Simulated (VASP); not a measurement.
# CoW3 (Pm-3m) in VASP: notebook

CoW3 is run at these levels: PBE; tasks: single point.

Everything below comes from runs of VASP 6.6.1. Logs are shortened: lines on timing, memory, paths and dates and some standing lists are left out, and cuts for length are marked.

## 1. The cell of the first run

The structure is cubic, space group Pm-3m (No. 221). The conventional cell has a = 3.907 Å, b = 3.907 Å, c = 3.907 Å, α = 90.00°, β = 90.00°, γ = 90.00°. Co (site symmetry m-3m) has 12 W at 2.76 Å within 3.6 Å. Within 3.6 Å of W (site symmetry 4/mmm) lie 4 Co at 2.76 Å and 8 W at 2.76 Å.

## 2. Single point, PBE, collinear spin, ferromagnetic start

Input file INCAR:

```
PREC = Accurate ; ENCUT = 600
EDIFF = 1E-6 ; ISMEAR = 0
SIGMA = 0.1 ; LREAL = False
LASPH = True ; NELM = 200
ALGO = Normal ; ISIF = 2
LWAVE = False ; LCHARG = False
ISPIN = 2 ; MAGMOM = 3 0 0 0
LORBIT = 11 ; LMAXMIX = 4
GGA = PE ; NBANDS = 38
GGA_COMPAT = False
```

Input file KPOINTS:

```
regular mesh
0
Gamma
  6 6 6
```

Input file POSCAR:

```
CoW3
1.0
    3.9073510000      0.0000000000      0.0000000000
    0.0000000000      3.9073510000      0.0000000000
    0.0000000000      0.0000000000      3.9073510000
Co W
1 3
Direct
    0.0000000000      0.0000000000      0.0000000000
    0.0000000000      0.5000000000      0.5000000000
    0.5000000000      0.0000000000      0.5000000000
    0.5000000000      0.5000000000      0.0000000000
```

Potentials or basis: VASP PAW PBE potentials, release 64 (Co, W_sv).

On the command line:

```bash
cat potpaw_PBE.64/Co/POTCAR potpaw_PBE.64/W_sv/POTCAR > POTCAR
mpirun -np 1 vasp_std > vasp.out
```

OUTCAR:

```text
PREC = Accurate
   ENCUT = 600
   EDIFF = 1E-6
   ISMEAR = 0
   LREAL = False
   LASPH = True
   NELM = 200
   ISIF = 2
   ISPIN = 2
   LORBIT = 11
   GGA = PE

 ion  position               nearest neighbor table
   1  0.000  0.000  0.000-   2 2.76   3 2.76   4 2.76   2 2.76   3 2.76   2 2.76   4 2.76   2 2.76
                             3 2.76   4 2.76   3 2.76   4 2.76
   2  0.000  0.500  0.500-   1 2.76   3 2.76   4 2.76   1 2.76   4 2.76   1 2.76   3 2.76   1 2.76
                             3 2.76   4 2.76   4 2.76   3 2.76
   3  0.500  0.000  0.500-   1 2.76   2 2.76   4 2.76   1 2.76   4 2.76   2 2.76   4 2.76   4 2.76
                             1 2.76   2 2.76   1 2.76   2 2.76
   4  0.500  0.500  0.000-   1 2.76   2 2.76   3 2.76   2 2.76   3 2.76   1 2.76   3 2.76   3 2.76
                             1 2.76   2 2.76   2 2.76   1 2.76

  LATTYP: Found a simple cubic cell.
 ALAT       =     3.9073510000

  Lattice vectors:

 A1 = (   3.9073510000,   0.0000000000,   0.0000000000)
 A2 = (   0.0000000000,   3.9073510000,   0.0000000000)
 A3 = (   0.0000000000,   0.0000000000,   3.9073510000)

Analysis of symmetry for initial positions (statically):
=====================================================================
 Subroutine PRICEL returns:
 Original cell was already a primitive cell.

 Routine SETGRP: Setting up the symmetry group for a
 simple cubic supercell.

 Subroutine GETGRP returns: Found 48 space group operations
 (whereof 48 operations were pure point group operations)
 out of a pool of 48 trial point group operations.

The static configuration has the point symmetry O_h .

Analysis of symmetry for dynamics (positions and initial velocities):
=====================================================================
 Subroutine PRICEL returns:
 Original cell was already a primitive cell.

 Routine SETGRP: Setting up the symmetry group for a
 simple cubic supercell.

 Subroutine GETGRP returns: Found 48 space group operations
 (whereof 48 operations were pure point group operations)
 out of a pool of 48 trial point group operations.

The dynamic configuration has the point symmetry O_h .

Analysis of structural, dynamic, and magnetic symmetry:
=====================================================================
 Subroutine PRICEL returns:
 Original cell was already a primitive cell.

 Routine SETGRP: Setting up the symmetry group for a
 simple cubic supercell.
[... 129 lines left out ...]
   GGA     = PE    functional components
   LHFCALC =     F    Hartree Fock is set to
   AEXX    =    0.0000 exact exchange contribution
   IVDW    =     0    specifies the selected vdW correction
   LEPSILON=     F    determine dielectric tensor
   LRPA    =     F    only Hartree local field effects (RPA)
 spin polarized calculation
 Gauss-broadening in eV      SIGMA  =   0.10
  energy-cutoff  :      600.00
  volume of cell :       59.66
 maximum number of plane-waves:      2011
 NGX is ok and might be reduce to    32

 number of electron      51.0000021 magnetization       0.4142829

 Free energy of the ion-electron system (eV)
  ---------------------------------------------------
  ext. energy  EPLUGINS =         0.00000000
  ---------------------------------------------------
  free energy    TOTEN  =       -44.85558236 eV

  energy without entropy =      -44.83206176  energy(sigma->0) =      -44.84382206

 E-fermi :  10.4341     XC(G=0): -13.4638

 val. band max:       10.4307972748   @ k =   0.3333   0.1667   0.1667
 cond. band min:      10.4524708079   @ k =   0.3333   0.0000   0.0000
 fundamental gap:      0.0216735331
 Fermi energy:        10.4341451690

 spin component 1

 k-point     1 :       0.0000    0.0000    0.0000
  band No.  band energies     occupation
      1     -63.2451      1.00000
      2     -63.0857      1.00000
      3     -63.0857      1.00000
      4     -27.9150      1.00000
      5     -27.9150      1.00000
      6     -27.9150      1.00000
[... 789 lines left out ...]
     36      16.1381      0.00000
     37      20.3309      0.00000
 Fermi energy:        10.4341451690

 spin component 2

 k-point     1 :       0.0000    0.0000    0.0000
  band No.  band energies     occupation
      1     -63.2398      1.00000
      2     -63.0804      1.00000
      3     -63.0804      1.00000
      4     -27.9082      1.00000
      5     -27.9082      1.00000
      6     -27.9082      1.00000
[... 789 lines left out ...]
     36      16.1561      0.00000
     37      20.4068      0.00000
 [bands above 37 left out]

------------------------ aborting loop because EDIFF is reached ----------------------------------------

  FORCE on cell =-STRESS in cart. coord.  units (eV):
  Direction    XX          YY          ZZ          XY          YZ          ZX
  --------------------------------------------------------------------------------------
  -------------------------------------------------------------------------------------
  Total       -0.4219280     -0.4219280     -0.4219280      0.0000000      0.0000000     -0.0000000
  in kB      -11.3318706    -11.3318706    -11.3318706      0.0000000      0.0000000     -0.0000000
  external PRESSURE =     -11.3318706 kB  Pullay stress =       0.0000000 kB

 VOLUME and BASIS-vectors are now :
 -----------------------------------------------------------------------------
  energy-cutoff  :      600.00
  volume of cell :       59.66
      direct lattice vectors                 reciprocal lattice vectors
     3.907351000  0.000000000  0.000000000     0.255927865  0.000000000  0.000000000
     0.000000000  3.907351000  0.000000000     0.000000000  0.255927865  0.000000000
     0.000000000  0.000000000  3.907351000     0.000000000  0.000000000  0.255927865

 POSITION                                       TOTAL-FORCE (eV/Angst)
 -----------------------------------------------------------------------------------
      0.00000      0.00000      0.00000         0.000000      0.000000      0.000000
      0.00000      1.95368      1.95368         0.000000      0.000000      0.000000
      1.95368      0.00000      1.95368         0.000000      0.000000      0.000000
      1.95368      1.95368      0.00000         0.000000      0.000000      0.000000
 -----------------------------------------------------------------------------------
    total drift:                                0.000000     -0.000000     -0.000000

  FREE ENERGIE OF THE ION-ELECTRON SYSTEM (eV)
  ---------------------------------------------------
  free  energy   TOTEN  =       -44.8555823605 eV

  energy  without entropy=      -44.8320617632  energy(sigma->0) =      -44.84382206

 total charge

# of ion       s       p       d       tot
------------------------------------------
    1        0.462   0.548   7.278   8.288
    2        2.416   6.302   3.356  12.074
    3        2.416   6.302   3.356  12.074
    4        2.416   6.302   3.356  12.074
--------------------------------------------------
tot          7.709  19.454  17.347  44.510

 magnetization (x)

# of ion       s       p       d       tot
------------------------------------------
    1        0.002   0.007   0.371   0.381
    2        0.000  -0.002   0.012   0.010
    3        0.000  -0.002   0.012   0.010
    4        0.000  -0.002   0.012   0.010
--------------------------------------------------
tot          0.003   0.001   0.408   0.412
```

Run time: 94 s. Hardware: 1 thread of Intel Xeon Platinum 8259CL at 2.50GHz (Skylake/Cascade Lake), shared host; peak memory 0.25 GiB.

What came out:

- Free energy: -44.8556 eV
- Pressure: -1.1 GPa
- Net moment: 0.41 μB per cell
- Site moments: Co +0.38; W +0.01 μB
- Valence electrons inside the program's atomic spheres: Co 8.29; W 12.07

Caveat: spin-orbit coupling is left out, which moves the levels of the heavy elements.

## 3. Single point, PBE

This run uses another cell than the first one: it holds 8 atoms, not 4.

Input file INCAR:

```
PREC = Accurate ; ENCUT = 600
EDIFF = 1E-6 ; ISMEAR = 0
SIGMA = 0.15 ; LREAL = False
LASPH = True ; NELM = 120
ALGO = Normal ; ISIF = 2
LWAVE = False ; LCHARG = True
GGA = PE ; LELF = True
LVHAR = True ; NBANDS = 61
GGA_COMPAT = False
```

Input file KPOINTS:

```
Automatic mesh
0
Gamma
  12 12 6
```

Input file POSCAR:

```
CoW3
1.0
    3.8992073914      0.0000000000      0.0000000000
    0.0000000000      3.8992073914      0.0000000000
    0.0000000000      0.0000000000      7.7984147829
Co W
2 6
Direct
    0.0000000000      0.0000000000      0.0000000000
    0.0000000000      0.0000000000      0.5000000000
    0.0000000000      0.5000000000      0.2500000000
    0.0000000000      0.5000000000      0.7500000000
    0.5000000000      0.0000000000      0.2500000000
    0.5000000000      0.0000000000      0.7500000000
    0.5000000000      0.5000000000      0.0000000000
    0.5000000000      0.5000000000      0.5000000000
```

Potentials or basis: VASP PAW PBE potentials, release 64 (Co, W_sv).

On the command line:

```bash
cat potpaw_PBE.64/Co/POTCAR potpaw_PBE.64/W_sv/POTCAR > POTCAR
mpirun -np 1 vasp_std > vasp.out
```

It took 47 min on 1 thread of Intel Xeon 8259CL, shared host; peak memory 0.77 GiB.

The run converged. Its results:

```yaml
Free_energy: -89.7418 eV
Pressure: 0.5 GPa
Band_gap_on_the_k_mesh: zero (bands 51 and 52 overlap by 1.66 eV)
```

Levels at points of the mesh, in eV from the Fermi level:
| k point | band 48 | band 49 | band 50 | band 51 | band 52 | band 53 | band 54 | band 55 |
| --- | --- | --- | --- | --- | --- | --- | --- | --- |
| (0.00, 0.00, 0.00) | 0.24 | 0.40 | 0.40 | 0.67 | 0.97 | 1.84 | 1.84 | 1.85 |
| (0.50, 0.00, 0.00) | -0.92 | 0.07 | 0.24 | 0.24 | 0.56 | 0.56 | 0.67 | 0.97 |
| (0.50, 0.50, 0.00) | -0.80 | -0.80 | 0.47 | 0.47 | 0.47 | 0.56 | 0.56 | 1.02 |
| (0.00, 0.00, 0.50) | 0.47 | 0.47 | 0.47 | 0.51 | 0.51 | 1.32 | 1.32 | 2.61 |
| (0.50, 0.00, 0.50) | -1.13 | -0.25 | -0.25 | 0.30 | 0.30 | 0.99 | 0.99 | 1.03 |
| (0.50, 0.50, 0.50) | -0.83 | -0.49 | -0.49 | -0.44 | -0.44 | -0.44 | -0.44 | -0.17 |

Caveat: spin-orbit coupling is left out, which moves the levels of the heavy elements; the run has no spin polarisation, though such a crystal can be magnetic.

## 4. Single point, PBE

This run uses another cell than the first one, of 14.82 Å³/atom.

Input file INCAR:

```
SYSTEM = CoW3
ALGO = Fast
EDIFF = 1E-7
ENCUT = 520
GGA = PE
ISIF = 2
ISMEAR = 0
LASPH = .True.
LCHARG = .False.
LREAL = .False.
LWAVE = .False.
NBANDS = 34
NELM = 80
PREC = Accurate
SIGMA = 0.15
```

Input file KPOINTS:

```
k-points
0
Gamma
  12 12 12
  0 0 0
```

Input file POSCAR:

```
CoW3
1.0
    3.8992073914      0.0000000000      0.0000000000
    0.0000000000      3.8992073914      0.0000000000
    0.0000000000      0.0000000000      3.8992073914
Co W
1 3
Direct
    0.0000000000      0.0000000000      0.0000000000
    0.0000000000      0.5000000000      0.5000000000
    0.5000000000      0.0000000000      0.5000000000
    0.5000000000      0.5000000000      0.0000000000
```

Potentials or basis: VASP PAW PBE potentials, release 64 (Co, W_sv).

On the command line:

```bash
cat potpaw_PBE.64/Co/POTCAR potpaw_PBE.64/W_sv/POTCAR > POTCAR
mpirun -np 1 vasp_std > vasp.out
```

OUTCAR:

```text
SYSTEM = CoW3
   EDIFF = 1E-7
   ENCUT = 520
   GGA = PE
   ISIF = 2
   ISMEAR = 0
   LASPH = .True.
   LREAL = .False.
   NELM = 80
   PREC = Accurate

 ion  position               nearest neighbor table
   1  0.000  0.000  0.000-   2 2.76   3 2.76   4 2.76   2 2.76   3 2.76   2 2.76   4 2.76   2 2.76
                             3 2.76   4 2.76   3 2.76   4 2.76
   2  0.000  0.500  0.500-   1 2.76   3 2.76   4 2.76   1 2.76   4 2.76   1 2.76   3 2.76   1 2.76
                             3 2.76   4 2.76   4 2.76   3 2.76
   3  0.500  0.000  0.500-   1 2.76   2 2.76   4 2.76   1 2.76   4 2.76   2 2.76   4 2.76   4 2.76
                             1 2.76   2 2.76   1 2.76   2 2.76
   4  0.500  0.500  0.000-   1 2.76   2 2.76   3 2.76   2 2.76   3 2.76   1 2.76   3 2.76   3 2.76
                             1 2.76   2 2.76   2 2.76   1 2.76

  LATTYP: Found a simple cubic cell.
 ALAT       =     3.8992073914

  Lattice vectors:

 A1 = (   3.8992073914,   0.0000000000,   0.0000000000)
 A2 = (   0.0000000000,   3.8992073914,   0.0000000000)
 A3 = (   0.0000000000,   0.0000000000,   3.8992073914)

Analysis of symmetry for initial positions (statically):
=====================================================================
 Subroutine PRICEL returns:
[... 180 lines left out ...]
 cond. band min:      10.5361094239   @ k =   0.5000   0.1667   0.0833
 fundamental gap:      0.0059718640
 Fermi energy:        10.5354129509

 k-point     1 :       0.0000    0.0000    0.0000
  band No.  band energies     occupation
      1     -63.1506      2.00000
      2     -62.9868      2.00000
      3     -62.9868      2.00000
      4     -27.8328      2.00000
      5     -27.8328      2.00000
      6     -27.8328      2.00000
[... 877 lines left out ...]
     33      14.0716      0.00000
     34      14.6570      0.00000

 [... further k-points ...]

------------------------ aborting loop because EDIFF is reached ----------------------------------------

  FORCE on cell =-STRESS in cart. coord.  units (eV):
  Direction    XX          YY          ZZ          XY          YZ          ZX
  --------------------------------------------------------------------------------------
  -------------------------------------------------------------------------------------
  Total        0.1683219      0.1683219      0.1683219      0.0000000      0.0000000     -0.0000000
  in kB        4.5490647      4.5490647      4.5490647      0.0000000      0.0000000     -0.0000000
  external PRESSURE =       4.5490647 kB  Pullay stress =       0.0000000 kB

 VOLUME and BASIS-vectors are now :
 -----------------------------------------------------------------------------
  energy-cutoff  :      520.00
  volume of cell :       59.28
      direct lattice vectors                 reciprocal lattice vectors
     3.899207391  0.000000000  0.000000000     0.256462378  0.000000000  0.000000000
     0.000000000  3.899207391  0.000000000     0.000000000  0.256462378  0.000000000
     0.000000000  0.000000000  3.899207391     0.000000000  0.000000000  0.256462378

 POSITION                                       TOTAL-FORCE (eV/Angst)
 -----------------------------------------------------------------------------------
      0.00000      0.00000      0.00000         0.000000      0.000000      0.000000
      0.00000      1.94960      1.94960         0.000000      0.000000      0.000000
      1.94960      0.00000      1.94960         0.000000      0.000000      0.000000
      1.94960      1.94960      0.00000         0.000000      0.000000      0.000000
 -----------------------------------------------------------------------------------
    total drift:                                0.000000      0.000000     -0.000000

  FREE ENERGIE OF THE ION-ELECTRON SYSTEM (eV)
  ---------------------------------------------------
  free  energy   TOTEN  =       -44.8705425858 eV

  energy  without entropy=      -44.8166659825  energy(sigma->0) =      -44.84360428
```

stdout:

```text
POSCAR found type information on POSCAR CoW
 POSCAR found :  2 types and       4 ions
 scaLAPACK will be used
 LDA part: xc-table for (Slater+PW92), standard interpolation
 POSCAR, INCAR and KPOINTS ok, starting setup
 FFT: planning ... GRIDC
 FFT: planning ... GRID_SOFT
 FFT: planning ... GRID
 WAVECAR not read
 entering main loop
WARNING in EDDRMM: call to ZHEGV failed, returncode =   8  4     34
 num prob RMM:  19    -0.448705426826E+02   -0.26046E-06   -0.11553E-06  6518   0.505E-03    0.263E-03
```

It took 5.8 min on 1 thread of Intel Xeon 8259CL, shared host; peak memory 0.27 GiB.

Results:

```yaml
Free_energy: -44.8705 eV
Pressure: 0.5 GPa
Band_gap_on_the_k_mesh: zero (an odd number of electrons rules out a gap without spin polarisation)
```

Caveat: spin-orbit coupling is left out, which moves the levels of the heavy elements; the run has no spin polarisation, though such a crystal can be magnetic. Spin polarisation is off, so any magnetic state and its effect on volume and gap are missing.

## 5. Summary

| spin | cell | k mesh | cutoff (eV) | smearing | gap on the mesh (eV) | pressure (GPa) |
| --- | --- | --- | --- | --- | --- | --- |
| collinear, ferromagnetic start | a = 3.907 Å, 4 atoms, atomic positions A | 6 × 6 × 6 | 600 | gaussian 0.1 eV | none | -1.1 |
| off | a = 3.899, b = 3.899, c = 7.798 Å, 8 atoms, atomic positions B | 12 × 12 × 6 | 600 | gaussian 0.15 eV | none | 0.5 |
| off | a = 3.899 Å, 4 atoms, atomic positions A | 12 × 12 × 12 | 520 | gaussian 0.15 eV | none | 0.5 |

Alike in all rows: task single point; level PBE; potentials or basis VASP PAW PBE potentials, release 64 (Co, W_sv).

Caveats: spin-orbit coupling is left out, which moves the levels of the heavy elements.

Total energies depend on the potentials used, so only differences within one code and one set of settings carry meaning.
